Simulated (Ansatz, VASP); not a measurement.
Ge in VASP and in Ansatz

The input POSCAR:

```
Ge
1.0
    4.0501916895      0.0000000000      0.0000000000
   -2.0250958448      3.5075688934      0.0000000000
    0.0000000000      0.0000000000      6.6862218294
Ge
4
Direct
    0.3333333333      0.6666666667      0.9370987500
    0.6666666667      0.3333333333      0.4370987500
    0.3333333333      0.6666666667      0.5629012500
    0.6666666667      0.3333333333      0.0629012500
```

Contents of INCAR.step1:

```
ALGO = Normal
EDIFF = 1E-4
ENCUT = 520
GGA = PE
ISMEAR = -1
LASPH = T
LCHARG = F
LREAL = F
LWAVE = T
NBANDS = 36
NELM = 100
PREC = Accurate
SIGMA = 0.05
```

Contents of INCAR.step2:

```
ALGO = Normal
EDIFF = 1E-6
ENCUT = 520
ISIF = 2
ISMEAR = -1
ISTART = 1
LASPH = T
LCHARG = T
LELF = T
LMIXTAU = T
LREAL = F
LVHAR = T
LWAVE = F
METAGGA = R2SCAN
NBANDS = 36
NELM = 100
PREC = Accurate
SIGMA = 0.05
```

File KPOINTS:

```
k-points
0
Gamma
  8 8 4
```

input.yaml

```yaml
crystal:
  lattice:
    - [4.0501916895, 0.0, 0.0]
    - [-2.0250958448, 3.5075688934, 0.0]
    - [0.0, 0.0, 6.6862218294]
  atoms:
    - { symbol: Ge, position: [0.3333333333, 0.6666666667, 0.93709875] }
    - { symbol: Ge, position: [0.6666666667, 0.3333333333, 0.43709875] }
    - { symbol: Ge, position: [0.3333333333, 0.6666666667, 0.56290125] }
    - { symbol: Ge, position: [0.6666666667, 0.3333333333, 0.06290125] }
hamiltonian:
  xc: r2scan
  pseudopotentials: { kind: paw }
kpoints:
  mp_grid: { grid: [8, 8, 4] }
scf:
  occupations: { method: fermi_dirac, width: 0.05 }
output:
  forces: true
  stress: true
  eigenvalues: true
```

Alike in both runs: task single point; functional r2SCAN; k mesh 8 × 8 × 4; occupations fermi-dirac, width 0.05 eV; no spin polarisation.

|  | VASP | Ansatz |
| --- | --- | --- |
| version | VASP 6.6.1 | Ansatz 0.2.0 |
| potentials or method | VASP PAW PBE potentials, release 64 (Ge_d) | Ansatz PAW |
| plane-wave cutoff (eV) | 520 | 500 |
| valence electrons in the cell | 56 | 56 |

```csv
,VASP,Ansatz,Ansatz less VASP
gap on the k mesh at the Fermi level (eV),none,none,-
pressure (GPa),-2.5,-2.5,-0.03
```

VASP's potentials were made for PBE, not for r2SCAN. A gap of «none» marks a metal or a gap that the smearing closes.
